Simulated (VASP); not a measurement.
Se:

```
Se
1.0
     0.00000    3.08783    3.08783
     3.08783    0.00000    3.08783
     3.08783    3.08783    0.00000
Se
2
Direct
  0.12500 0.12500 0.12500
  0.87500 0.87500 0.87500
```

| Property | Result |
| --- | --- |
| Program | VASP 6.6.1 |
| Task | relaxation of cell and atoms |
| Functional | revPBE |
| Potentials or basis | VASP PAW PBE potentials, release 64 (Se) |
| Cutoff | 600 eV |
| k mesh | 9 × 9 × 9 |
| Occupations | fermi-dirac, width 0.1 eV |
| Spin | no spin polarisation |

At the start: pressure 4.6 GPa; volume 29.44 Å³/atom.

Where does the relaxation end?

Over 3 steps the energy falls by 41.8 meV/atom and the volume is 32.63 Å³/atom (+10.8 %); space group Fd-3m (No. 227, to 0.05 Å).

Step by step:
```tsv
step	energy change (eV)	largest force (eV/Å)	pressure (GPa)	volume (Å³)
1	0.0000	0.0000	4.56	58.88
2	-0.0818	0.0000	-0.54	66.32
3	-0.0836	0.0000	0.01	65.27
```

Final structure:
```xyz
2
Lattice="0.0000 3.1957 3.1957 3.1957 0.0000 3.1957 3.1957 3.1957 0.0000" Properties=species:S:1:pos:R:3 pbc="T T T"
Se    0.7989    0.7989    0.7989
Se    5.5924    5.5924    5.5924
```

Caveat: the PAW data sets were made with another functional, which shifts forces and pressure a little.
